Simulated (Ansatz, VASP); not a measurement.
## One calculation of CaSe, two programs

```xyz
2
Lattice="2.4347 -2.6569 0.0000 2.4347 2.6569 0.0000 0.0000 0.0000 3.6047" Properties=species:S:1:pos:R:3 pbc="T T T"
Ca    0.0000    0.0000    0.0000
Se    2.4347    0.0000    1.8023
```

Alike in both runs: functional PBE; dispersion D3(BJ); k mesh 6 × 6 × 6; occupations gaussian, width 0.1 eV; no spin polarisation.

Ansatz relaxed the structure, and its values are those at the end. VASP's run is a single point on that final structure, the one shown.

```csv
,VASP,Ansatz
version,VASP 6.6.1,Ansatz 0.2.0
potentials or method,"VASP PAW PBE potentials, release 64 (Ca_sv, Se), cutoff 520 eV","scalar-relativistic, plane waves, PAW"
valence electrons in the cell,16,26
```

```tsv
	VASP	Ansatz	Ansatz less VASP
gap on the k mesh at the Fermi level (eV)	0.75	0.76	+0.009
least direct gap on the mesh (eV)	0.75	0.76	+0.009
pressure (GPa)	0.2	0.0	-0.19
```

VASP's potentials hold 16 valence electrons a cell and Ansatz's 26, so a difference there can come from the potentials and not from the codes.
